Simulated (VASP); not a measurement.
# Al2O (P4/mmm) in VASP: notebook

Al2O is run at these levels: PBE; tasks: single point.

Everything below comes from runs of VASP 6.6.1. Logs are shortened: lines on timing, memory, paths and dates and some standing lists are left out, and cuts for length are marked.

### Step 1. The cell of the first run

Symmetry: P4/mmm, No. 123, tetragonal system. Conventional cell: a = 2.856 Å, b = 2.856 Å, c = 8.507 Å, α = 90.00°, β = 90.00°, γ = 90.00°. Al (site symmetry 4mm) has 4 O at 2.43 Å and 10 Al at 2.50 to 2.96 Å within 3.2 Å. Within 3.3 Å of Al (site symmetry 4/mmm) lie 8 O at 2.47 Å and 6 Al at 2.77 to 2.86 Å. Al (site symmetry 4/mmm) has 12 Al at 2.50 to 2.86 Å and 2 O at 2.82 Å within 3.3 Å. O (site symmetry 4mm) has 9 Al at 2.43 to 2.82 Å and 5 O at 2.86 Å within 3.2 Å.

The cell was built from a structure type or drawn by symmetry, and may not be a known phase.

### Step 2. Single point, PBE, collinear spin, ferromagnetic start

INCAR reads:

```
SYSTEM = Al2O
PREC = Accurate
ENCUT = 520
EDIFF = 1E-7
ISMEAR = 0
SIGMA = 0.1
LREAL = .False.
LASPH = .True.
NELM = 150
ALGO = Normal
ISIF = 2
LWAVE = .False.
LCHARG = .False.
ISPIN = 2
MAGMOM = 0 0 0 0 1 1
LORBIT = 11
GGA = PE
NBANDS = 25
```

KPOINTS reads:

```
regular mesh
0
Gamma
  6 6 2
  0 0 0
```

POSCAR reads:

```
Al2O
1.0
    2.8562080800      0.0000000000      0.0000000000
    0.0000000000      2.8562080800      0.0000000000
    0.0000000000      0.0000000000      8.5074697300
Al O
4 2
Direct
    0.0000000000      0.0000000000      0.8261659700
    0.0000000000      0.0000000000      0.1738340300
    0.0000000000      0.0000000000      0.5000000000
    0.5000000000      0.5000000000      0.0000000000
    0.5000000000      0.5000000000      0.3319490000
    0.5000000000      0.5000000000      0.6680510000
```

Potentials or basis: VASP PAW PBE potentials, release 64 (Al, O).

Command:

```console
$ cat potpaw_PBE.64/Al/POTCAR potpaw_PBE.64/O/POTCAR > POTCAR
$ mpirun -np 1 vasp_std > vasp.out
```

OUTCAR:

```text
SYSTEM = Al2O
   PREC = Accurate
   ENCUT = 520
   EDIFF = 1E-7
   ISMEAR = 0
   LREAL = .False.
   LASPH = .True.
   NELM = 150
   ISIF = 2
   ISPIN = 2
   LORBIT = 11
   GGA = PE

 ion  position               nearest neighbor table
   1  0.000  0.000  0.826-   6 2.43   6 2.43   6 2.43   6 2.43   4 2.50   4 2.50   4 2.50   4 2.50
                             3 2.77   2 2.96
   2  0.000  0.000  0.174-   5 2.43   5 2.43   5 2.43   5 2.43   4 2.50   4 2.50   4 2.50   4 2.50
                             3 2.77   1 2.96
   3  0.000  0.000  0.500-   5 2.47   6 2.47   5 2.47   6 2.47   5 2.47   6 2.47   5 2.47   6 2.47
                             1 2.77   2 2.77
   4  0.500  0.500  0.000-   1 2.50   2 2.50   1 2.50   2 2.50   1 2.50   2 2.50   1 2.50   2 2.50

   5  0.500  0.500  0.332-   2 2.43   2 2.43   2 2.43   2 2.43   3 2.47   3 2.47   3 2.47   3 2.47

   6  0.500  0.500  0.668-   1 2.43   1 2.43   1 2.43   1 2.43   3 2.47   3 2.47   3 2.47   3 2.47

  LATTYP: Found a simple tetragonal cell.
 ALAT       =     2.8562080800
 C/A-ratio  =     2.9785889164

  Lattice vectors:

 A1 = (   2.8562080800,   0.0000000000,   0.0000000000)
 A2 = (   0.0000000000,   2.8562080800,   0.0000000000)
 A3 = (   0.0000000000,   0.0000000000,   8.5074697300)

Analysis of symmetry for initial positions (statically):
=====================================================================
 Subroutine PRICEL returns:
 Original cell was already a primitive cell.

 Routine SETGRP: Setting up the symmetry group for a
 simple tetragonal supercell.

 Subroutine GETGRP returns: Found 16 space group operations
 (whereof 16 operations were pure point group operations)
 out of a pool of 16 trial point group operations.

The static configuration has the point symmetry D_4h.

Analysis of symmetry for dynamics (positions and initial velocities):
=====================================================================
 Subroutine PRICEL returns:
 Original cell was already a primitive cell.

 Routine SETGRP: Setting up the symmetry group for a
 simple tetragonal supercell.

 Subroutine GETGRP returns: Found 16 space group operations
 (whereof 16 operations were pure point group operations)
 out of a pool of 16 trial point group operations.

The dynamic configuration has the point symmetry D_4h.

Analysis of structural, dynamic, and magnetic symmetry:
=====================================================================
 Subroutine PRICEL returns:
 Original cell was already a primitive cell.

 Routine SETGRP: Setting up the symmetry group for a
 simple tetragonal supercell.

 Subroutine GETGRP returns: Found 16 space group operations
 (whereof 16 operations were pure point group operations)
 out of a pool of 16 trial point group operations.

The overall configuration has the point symmetry D_4h.

 Subroutine INISYM returns: Found 16 space group operations
 (whereof 16 operations are pure point group operations),
 and found     1 'primitive' translations

----------------------------------------------------------------------------------------

                                     Primitive cell

  volume of cell :      69.4033

  direct lattice vectors                    reciprocal lattice vectors
     2.856208080  0.000000000  0.000000000     0.350114548  0.000000000  0.000000000
     0.000000000  2.856208080  0.000000000     0.000000000  0.350114548  0.000000000
     0.000000000  0.000000000  8.507469730     0.000000000  0.000000000  0.117543762

  length of vectors
     2.856208080  2.856208080  8.507469730     0.350114548  0.350114548  0.117543762

  position of ions in fractional coordinates (direct lattice)
     0.000000000  0.000000000  0.826165970
     0.000000000  0.000000000  0.173834030
     0.000000000  0.000000000  0.500000000
     0.500000000  0.500000000  0.000000000
     0.500000000  0.500000000  0.331949000
     0.500000000  0.500000000  0.668051000

  ion indices of the primitive-cell ions
   primitive index   ion index
                 1           1
                 2           2
                 3           3
                 4           4
                 5           5
                 6           6

----------------------------------------------------------------------------------------

 KPOINTS: regular mesh

Automatic generation of k-mesh.
 Grid dimensions read from file:
 generate k-points for:    6    6    2

 Generating k-lattice:

  Cartesian coordinates                     Fractional coordinates (reciprocal lattice)
     0.058352425  0.000000000  0.000000000     0.166666667  0.000000000  0.000000000
     0.000000000  0.058352425  0.000000000     0.000000000  0.166666667  0.000000000
     0.000000000  0.000000000  0.058771881     0.000000000  0.000000000  0.500000000

  Length of vectors
     0.058352425  0.058352425  0.058771881

  Shift w.r.t. Gamma in fractional coordinates (k-lattice)
     0.000000000  0.000000000  0.000000000

 Subroutine IBZKPT returns following result:
 ===========================================

 Found     20 irreducible k-points:

 Following reciprocal coordinates:
            Coordinates               Weight
  0.000000  0.000000  0.000000      1.000000
  0.166667  0.000000  0.000000      4.000000
  0.333333  0.000000  0.000000      4.000000
  0.500000  0.000000  0.000000      2.000000
  0.166667  0.166667  0.000000      4.000000
  0.333333  0.166667  0.000000      8.000000
[... 12 lines left out ...]
  0.500000  0.333333  0.500000      4.000000
  0.500000  0.500000  0.500000      1.000000
   k-points           NKPTS =     20   k-points in BZ     NKDIM =     20   number of bands    NBANDS=     25
   number of dos      NEDOS =    301   number of ions     NIONS =      6
   total plane-waves  NPLWV =  36864
   dimension x,y,z NGX =    24 NGY =   24 NGZ =   64
   dimension x,y,z NGXF=    48 NGYF=   48 NGZF=  128
   ions per type =               4   2
   NGX,Y,Z   is equivalent  to a cutoff of  13.97, 13.97, 12.51 a.u.
   NGXF,Y,Z  is equivalent  to a cutoff of  27.94, 27.94, 25.01 a.u.
 SYSTEM =  Al2O
   PREC   = accura    normal or accurate (medium, high low for compatibility)
   ISTART =      0    job   : 0-new  1-cont  2-samecut
   ICHARG =      2    charge: 1-file 2-atom 10-const
   ISPIN  =      2    spin polarized calculation?
   LNONCOLLINEAR =      F non collinear calculations
   LSORBIT =      F    spin-orbit coupling
   LASPH  =      T    aspherical Exc in radial PAW
   ENCUT  =  520.0 eV  38.22 Ry    6.18 a.u.   5.31  5.31 15.82*2*pi/ulx,y,z
   NELM   =    150;   NELMIN=  2; NELMDL= -5     # of ELM steps
   EDIFF  = 0.1E-06   stopping-criterion for ELM
   LREAL  =      F    real-space projection
   EDIFFG = 0.1E-05   stopping-criterion for IOM
   NSW    =      0    number of steps for IOM
   IBRION =     -1    ionic relax: 0-MD 1-quasi-New 2-CG
   NFREE  =      0    steps in history (QN), initial steepest desc. (CG)
   ISIF   =      2    stress and relaxation
   ISYM   =      2    0-nonsym 1-usesym 2-fastsym
   POTIM  = 0.5000    time-step for ionic-motion
   TEBEG  =    0.0;   TEEND  =   0.0 temperature during run
   PSTRESS=    0.0 pullay stress
   NELECT =      24.0000    total number of electrons
   NUPDOWN=      -1.0000    fix difference up-down
   EMIN   =  10.00;   EMAX   =-10.00  energy-range for DOS
   EFERMI =   0.00;   METHOD = LEGACY
   ISMEAR =     0;   SIGMA  =   0.10  broadening in eV -4-tet -1-fermi 0-gaus
   EFERMI_NEDOS =   21; number of points for ismear=-14 and -15
   IALGO  =     38    algorithm
   IMIX   =      4    mixing-type and parameters
     AMIX     =   0.40;   BMIX     =  1.00
     AMIX_MAG =   1.60;   BMIX_MAG =  1.00
  volume/ion in A,a.u.               =      11.57        78.06
  Fermi-wavevector in a.u.,A,eV,Ry     =   1.149084  2.171454 17.965060  1.320395
  Thomas-Fermi vector in A             =   2.285756
   LORBIT       =     11    0 simple, 1 ext, 2 COOP (PROOUT), +10 PAW based schemes
   GGA     = PE    functional components
   LHFCALC =     F    Hartree Fock is set to
   AEXX    =    0.0000 exact exchange contribution
   IVDW    =     0    specifies the selected vdW correction
   LEPSILON=     F    determine dielectric tensor
   LRPA    =     F    only Hartree local field effects (RPA)
 spin polarized calculation
 Gauss-broadening in eV      SIGMA  =   0.10
  energy-cutoff  :      520.00
  volume of cell :       69.40
 maximum number of plane-waves:      1891
 NGX is ok and might be reduce to    24
   NGX = 11   NGY = 11   NGZ = 31

 number of electron      24.0000006 magnetization       0.0046813

 number of electron      24.0000006 magnetization      -0.0007809

 Free energy of the ion-electron system (eV)
  ---------------------------------------------------
  ext. energy  EPLUGINS =         0.00000000
  ---------------------------------------------------
  free energy    TOTEN  =       -26.31324286 eV

  energy without entropy =      -26.29382252  energy(sigma->0) =      -26.30353269

 E-fermi :   9.2760     XC(G=0): -11.1043

 val. band max:        9.2755166150   @ k =   0.1667   0.0000   0.5000
 cond. band min:       9.2809239610   @ k =   0.1667   0.1667   0.5000
 fundamental gap:      0.0054073461
 Fermi energy:         9.2760245830

 spin component 1

 k-point     1 :       0.0000    0.0000    0.0000
  band No.  band energies     occupation
      1     -10.7038      1.00000
      2     -10.2795      1.00000
      3      -2.6434      1.00000
      4       1.1465      1.00000
      5       1.5247      1.00000
      6       5.5528      1.00000
[... 16 lines left out ...]
     23      19.1731      0.00000
     24      19.1731      0.00000

 k-point     2 :       0.1667    0.0000    0.0000
  band No.  band energies     occupation
      1     -10.5165      1.00000
      2     -10.1180      1.00000
      3      -2.1721      1.00000
      4       1.4522      1.00000
      5       1.6703      1.00000
      6       3.7792      1.00000
[... 16 lines left out ...]
     23      19.2700      0.00000
     24      19.4086      0.00000
[... 457 lines left out ...]
     23      18.1556      0.00000
     24      19.5700      0.00000

 k-point    20 :       0.5000    0.5000    0.5000
  band No.  band energies     occupation
      1      -9.2653      1.00000
      2      -9.0282      1.00000
      3       2.4350      1.00000
      4       2.4350      1.00000
      5       2.9455      1.00000
      6       2.9455      1.00000
[... 16 lines left out ...]
     23      18.2100      0.00000
     24      19.0911      0.00000
 Fermi energy:         9.2760245830

 spin component 2

 k-point     1 :       0.0000    0.0000    0.0000
  band No.  band energies     occupation
      1     -10.7040      1.00000
      2     -10.2797      1.00000
      3      -2.6434      1.00000
      4       1.1465      1.00000
      5       1.5243      1.00000
      6       5.5526      1.00000
[... 16 lines left out ...]
     23      19.1726      0.00000
     24      19.1726      0.00000

 k-point     2 :       0.1667    0.0000    0.0000
  band No.  band energies     occupation
      1     -10.5167      1.00000
      2     -10.1183      1.00000
      3      -2.1722      1.00000
      4       1.4522      1.00000
      5       1.6700      1.00000
      6       3.7790      1.00000
[... 16 lines left out ...]
     23      19.2695      0.00000
     24      19.4085      0.00000
[... 457 lines left out ...]
     23      18.1553      0.00000
     24      19.5698      0.00000

 k-point    20 :       0.5000    0.5000    0.5000
  band No.  band energies     occupation
      1      -9.2655      1.00000
      2      -9.0285      1.00000
      3       2.4348      1.00000
      4       2.4348      1.00000
      5       2.9453      1.00000
      6       2.9453      1.00000
[... 16 lines left out ...]
     23      18.2097      0.00000
     24      19.0907      0.00000
 [bands above 24 left out]

------------------------ aborting loop because EDIFF is reached ----------------------------------------

  FORCE on cell =-STRESS in cart. coord.  units (eV):
  Direction    XX          YY          ZZ          XY          YZ          ZX
  --------------------------------------------------------------------------------------
  -------------------------------------------------------------------------------------
  Total        2.8613911      2.8613911     11.1321648      0.0000000      0.0000000     -0.0000000
  in kB       66.0553055     66.0553055    256.9863809      0.0000000      0.0000000     -0.0000000
  external PRESSURE =     129.6989973 kB  Pullay stress =       0.0000000 kB

 VOLUME and BASIS-vectors are now :
 -----------------------------------------------------------------------------
  energy-cutoff  :      520.00
  volume of cell :       69.40
      direct lattice vectors                 reciprocal lattice vectors
     2.856208080  0.000000000  0.000000000     0.350114548  0.000000000  0.000000000
     0.000000000  2.856208080  0.000000000     0.000000000  0.350114548  0.000000000
     0.000000000  0.000000000  8.507469730     0.000000000  0.000000000  0.117543762

 POSITION                                       TOTAL-FORCE (eV/Angst)
 -----------------------------------------------------------------------------------
      0.00000      0.00000      7.02858        -0.000000      0.000000     -2.633368
      0.00000      0.00000      1.47889         0.000000      0.000000      2.633368
      0.00000      0.00000      4.25373        -0.000000     -0.000000     -0.000000
      1.42810      1.42810      0.00000        -0.000000     -0.000000     -0.000000
      1.42810      1.42810      2.82405        -0.000000      0.000000      0.535261
      1.42810      1.42810      5.68342        -0.000000     -0.000000     -0.535261
 -----------------------------------------------------------------------------------
    total drift:                                0.000000     -0.000000      0.000000

  FREE ENERGIE OF THE ION-ELECTRON SYSTEM (eV)
  ---------------------------------------------------
  free  energy   TOTEN  =       -26.3132428630 eV

  energy  without entropy=      -26.2938225217  energy(sigma->0) =      -26.30353269

 total charge

# of ion       s       p       d       tot
------------------------------------------
    1        0.453   0.347   0.000   0.800
    2        0.453   0.347   0.000   0.800
    3        0.490   0.198   0.000   0.688
    4        0.440   0.462   0.000   0.902
    5        1.601   3.286   0.000   4.887
    6        1.601   3.286   0.000   4.887
--------------------------------------------------
tot          5.038   7.924   0.000  12.963

 magnetization (x)

# of ion       s       p       d       tot
------------------------------------------
    1        0.000  -0.000   0.000  -0.000
    2        0.000  -0.000   0.000  -0.000
    3       -0.000  -0.000   0.000  -0.000
    4       -0.000  -0.000   0.000  -0.000
    5       -0.000  -0.000   0.000  -0.000
    6       -0.000  -0.000   0.000  -0.000
--------------------------------------------------
tot         -0.000  -0.000   0.000  -0.000
```

Wall time 89 s (1 thread of Intel Xeon 8259CL, shared host); peak memory 0.23 GiB.

What came out:

- Free energy: -26.3132 eV
- Pressure: 13.0 GPa
- Largest force: 2.633 eV/Å
- Band gap on the k mesh: zero (filled and empty bands overlap)
- Net moment: 0.00 μB per cell
- Valence electrons inside the program's atomic spheres: Al 0.80, 0.69, 0.90 (each value once); O 4.89

Forces in eV/Å, atoms in the order of the input:
```
Al   0.000  0.000 -2.633
Al   0.000  0.000  2.633
Al   0.000  0.000  0.000
Al   0.000  0.000  0.000
O    0.000  0.000  0.535
O    0.000  0.000 -0.535
```

Caveat: the k points lie up to 0.37 Å⁻¹ apart, too coarse for converged energies and pressures of a metal; forces of over 1 eV/Å act on the atoms, so gaps and moduli don't describe the material at rest.

### Step 3. Single point, PBE, collinear spin, ferromagnetic start

This run uses another cell than the first one, of 16.23 Å³/atom.

INCAR reads:

```
PREC = Accurate
ENCUT = 520
EDIFF = 1E-6
ISMEAR = 0
SIGMA = 0.1
LREAL = False
LASPH = True
NELM = 150
ALGO = Normal
ISIF = 2
LWAVE = False
LCHARG = False
ISPIN = 2
MAGMOM = 0 0 0 0 1 1
LORBIT = 11
GGA = PE
NBANDS = 25
```

KPOINTS reads:

```
Automatic mesh
0
Gamma
  6 6 2
```

POSCAR reads:

```
Al2O
1.0
    2.6437759260      0.0000000000      0.0000000000
    0.0000000000      2.6437759260      0.0000000000
    0.0000000000      0.0000000000     13.9322979363
Al O
4 2
Direct
    0.0000000000      0.0000000000      0.8375647446
    0.0000000000      0.0000000000      0.1624352554
    0.0000000000      0.0000000000      0.5000000000
    0.5000000000      0.5000000000      0.0000000000
    0.5000000000      0.5000000000      0.2087510211
    0.5000000000      0.5000000000      0.7912489789
```

Potentials or basis: VASP PAW PBE potentials, release 64 (Al, O).

Command:

```console
$ cat potpaw_PBE.64/Al/POTCAR potpaw_PBE.64/O/POTCAR > POTCAR
$ mpirun -np 1 vasp_std > vasp.out
```

Run time: 2.1 min. Hardware: 1 thread of Intel Xeon 8259CL, shared host; peak memory 0.26 GiB.

It converged, with:

```yaml
Free_energy: -31.1407 eV
Pressure: 0.0 GPa
Largest_force: 0.018 eV/Å
Band_gap_on_the_k_mesh: zero (filled and empty bands overlap)
Net_moment: 0.00 μB per cell
Valence_electrons_inside_the_program's_atomic_spheres: Al 0.69, 0.79, 0.81 (each value once); O 5.09
```

Forces in eV/Å, atoms in the order of the input:
```
Al   0.000  0.000 -0.018
Al   0.000  0.000  0.018
Al   0.000  0.000  0.000
Al   0.000  0.000  0.000
O    0.000  0.000 -0.015
O    0.000  0.000  0.015
```

Stress tensor (GPa, compression positive):
```
-0.10  0.00  0.00
 0.00 -0.10  0.00
 0.00  0.00  0.16
```

Levels at points of the mesh, in eV from the Fermi level:
Spin up:
| k point | band 9 | band 10 | band 11 | band 12 | band 13 | band 14 | band 15 | band 16 |
| --- | --- | --- | --- | --- | --- | --- | --- | --- |
| (0.00, 0.00, 0.00) | -4.95 | -4.95 | -3.39 | -1.74 | 0.32 | 2.56 | 3.71 | 5.43 |
| (0.50, 0.00, 0.00) | -4.51 | -3.27 | -3.16 | -2.96 | -1.23 | 0.45 | 2.29 | 4.00 |
| (0.50, 0.50, 0.00) | -0.44 | -0.44 | 0.07 | 0.74 | 0.74 | 1.55 | 2.69 | 2.71 |
| (0.00, 0.00, 0.50) | -4.95 | -4.95 | -3.26 | -1.96 | 0.61 | 2.12 | 4.38 | 4.86 |
| (0.50, 0.00, 0.50) | -4.51 | -3.27 | -3.11 | -3.01 | -1.22 | 0.47 | 2.23 | 3.96 |
| (0.50, 0.50, 0.50) | -0.44 | -0.44 | 0.07 | 0.74 | 0.74 | 1.54 | 2.69 | 2.71 |
Spin down:
```csv
k point,band 8,band 9,band 10,band 11,band 12,band 13,band 14,band 15,band 16,band 17
"(0.00, 0.00, 0.00)",-4.95,-4.95,-4.95,-3.39,-1.74,0.32,2.56,3.71,5.43,6.39
"(0.50, 0.00, 0.00)",-4.51,-4.51,-3.27,-3.16,-2.96,-1.23,0.45,2.29,4.00,4.06
"(0.50, 0.50, 0.00)",-4.66,-0.44,-0.44,0.07,0.74,0.74,1.55,2.69,2.71,2.71
"(0.00, 0.00, 0.50)",-4.95,-4.95,-4.95,-3.26,-1.96,0.61,2.12,4.38,4.86,6.39
"(0.50, 0.00, 0.50)",-4.51,-4.51,-3.27,-3.11,-3.01,-1.22,0.47,2.23,3.96,4.16
"(0.50, 0.50, 0.50)",-4.66,-0.44,-0.44,0.07,0.74,0.74,1.54,2.69,2.71,2.71
```

Caveat: the k points lie up to 0.40 Å⁻¹ apart, too coarse for converged energies and pressures of a metal.
